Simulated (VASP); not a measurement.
Input of a VASP 6.6.1 run:

INCAR

```
SYSTEM = C
ALGO = Normal ; EDIFF = 1E-6
ENCUT = 520 ; GGA = RP
GGA_COMPAT = .FALSE. ; ISIF = 2
ISMEAR = -1 ; LASPH = .TRUE.
LCHARG = .FALSE. ; LNONCOLLINEAR = .TRUE.
LORBIT = 11 ; LORBMOM = .TRUE.
LREAL = .FALSE. ; LSORBIT = .TRUE.
LWAVE = .FALSE. ; MAGMOM = 0 0 0 0 0 0 0 0 0 0 0 0
NBANDS = 30 ; NELM = 150
PREC = Accurate ; SIGMA = 0.05
```

The input KPOINTS:

```
k-points
0
G
  11 11 3
  0 0 0
```

The input POSCAR:

```
C
1.0
    2.4771284981      0.0000000000      0.0000000000
   -1.2385642490      2.1452562078      0.0000000000
    0.0000000000      0.0000000000      9.6545080659
C
4
Direct
    1.0000000000      1.0000000000      0.2500000000
    0.0000000000      0.0000000000      0.7500000000
    0.3333333333      0.6666666667      0.2500000000
    0.6666666667      0.3333333333      0.7500000000
```

Potentials or basis: VASP PAW PBE potentials, release 64 (C).

Command:

```sh
$ cat potpaw_PBE.64/C/POTCAR > POTCAR
$ mpirun -np 1 vasp_ncl > vasp.out
```

Question: What does it give for the pressure?

Answer: 0.3 GPa.

Question: Estimate the net moment.

Answer: 0.00 μB per cell.

Moments on the atoms (μB; x, y, z):
```
C   0.00 0.00 0.00
C   0.00 0.00 0.00
C   0.00 0.00 0.00
C   0.00 0.00 0.00
```

Caveat: the PAW data sets were made with another functional, which shifts forces and pressure a little; this functional lacks dispersion, which binds the layers, so the pressure and a relaxed spacing across them are unreliable.
